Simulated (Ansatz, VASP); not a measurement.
**One calculation of AlN, two programs**

```
Al N
1.0
     0.00000    2.17115    2.17115
     2.17115    0.00000    2.17115
     2.17115    2.17115    0.00000
Al N
1 1
Cartesian
  0.0000 0.0000 0.0000
  3.2567 3.2567 3.2567
```

Alike in both runs: functional LDA; k mesh 10 × 10 × 10; occupations gaussian, width 0.02 eV; no spin polarisation.

Ansatz relaxed the structure, and its values are those at the end. VASP's run is a single point on that final structure, the one shown.

```csv
,VASP,Ansatz
version,VASP 6.6.1,Ansatz 0.2.0
potentials or method,"VASP PAW LDA potentials, release 64 (Al, N), cutoff 600 eV","scalar-relativistic, plane waves, PAW"
valence electrons in the cell,8,8
```

|  | VASP | Ansatz | Ansatz less VASP |
| --- | --- | --- | --- |
| gap on the k mesh at the Fermi level (eV) | 3.23 | 3.25 | +0.021 |
| least direct gap on the mesh (eV) | 4.39 | 4.39 | -0.006 |
| pressure (GPa) | 0.5 | 0.0 | -0.54 |

LDA's correlation is that of Perdew and Zunger in VASP and of Perdew and Wang (1992) in Ansatz.
